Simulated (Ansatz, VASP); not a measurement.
Two plane-wave programs on LiF

```
CELL_PARAMETERS angstrom
3.24629 0.00000 0.00000
-1.62315 2.81137 0.00000
0.00000 0.00000 5.09065
ATOMIC_POSITIONS crystal
Li 0.33333 0.66667 0.38107
Li 0.66667 0.33333 0.88107
F 0.33333 0.66667 0.99393
F 0.66667 0.33333 0.49393
```

Alike in both runs: task single point; functional PBE; k mesh 9 × 9 × 6; occupations gaussian, width 0.05 eV; no spin polarisation.

|  | VASP | Ansatz |
| --- | --- | --- |
| version | VASP 6.6.1 | Ansatz 0.2.0 |
| potentials or method | VASP PAW PBE potentials, release 64 (Li_sv, F), cutoff 520 eV | scalar-relativistic, plane waves, PAW |
| valence electrons in the cell | 20 | 20 |

```csv
,VASP,Ansatz,Ansatz less VASP
gap on the k mesh at the Fermi level (eV),7.04,7.05,+0.008
least direct gap on the mesh (eV),7.04,7.05,+0.008
rms of the force components (eV/Å),0.009,0.009,0.0000
```

Atom by atom the forces differ by 0.000 eV/Å (rms over components).

Noted on VASP's run: the cutoff is short for stress, so the pressure is rough.
